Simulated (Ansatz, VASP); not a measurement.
Ir in VASP and in Ansatz

File INCAR:

```
SYSTEM = Ir
ALGO = Normal
EDIFF = 1E-6
ENCUT = 520
GGA = PS
ISIF = 2
ISMEAR = 1
LASPH = .True.
LCHARG = .True.
LELF = .True.
LREAL = .False.
LVHAR = .True.
LWAVE = .False.
NBANDS = 16
NELM = 100
PREC = Accurate
SIGMA = 0.1
```

The input KPOINTS:

```
k-points
0
Gamma
  14 14 8
  0 0 0
```

File POSCAR:

```
Ir
1.0
    2.7513780000      0.0000000000      0.0000000000
   -1.3756890000      2.3827630000      0.0000000000
    0.0000000000      0.0000000000      4.4622900000
Ir
2
Direct
    0.6666666667      0.3333333333      0.7500000000
    0.3333333333      0.6666666667      0.2500000000
```

Input for Ansatz:

```yaml
crystal:
  lattice:
    - [2.751378, 0.0, 0.0]
    - [-1.375689, 2.382763, 0.0]
    - [0.0, 0.0, 4.46229]
  atoms:
    - { symbol: Ir, position: [0.6666666666666666, 0.3333333333333333, 0.75] }
    - { symbol: Ir, position: [0.3333333333333333, 0.6666666666666666, 0.25] }
kpoints:
  mp_grid:
    grid: [14, 14, 8]
hamiltonian:
  xc: pbesol
  pseudopotentials:
    kind: paw
scf:
  convergence:
    dr2_threshold: 1.0e-09
  occupations:
    method: cold
output:
  forces: true
  stress: true
  eigenvalues: true
```

Alike in both runs: task single point; functional PBEsol; k mesh 14 × 14 × 8; no spin polarisation.

```csv
,VASP,Ansatz
version,VASP 6.6.1,Ansatz 0.2.0
potentials or method,"VASP PAW PBE potentials, release 64 (Ir)","plane waves, PAW"
plane-wave cutoff (eV),520,420
occupations,"methfessel-paxton of order 1, width 0.1 eV",cold
valence electrons in the cell,18,34
```

```tsv
	VASP	Ansatz	Ansatz less VASP
gap on the k mesh at the Fermi level (eV)	none	none	-
pressure (GPa)	-11.8	-12.5	-0.73
traceless stress, the component that is largest in VASP (GPa)	-0.18	-0.23	-0.055
```

VASP's potentials were made for PBE, not for PBEsol. A gap of «none» marks a metal or a gap that the smearing closes. VASP's potentials hold 18 valence electrons a cell and Ansatz's 34, so a difference there can come from the potentials and not from the codes. Ansatz's warnings: stress scf threshold loose.

Spin-orbit coupling is off throughout.
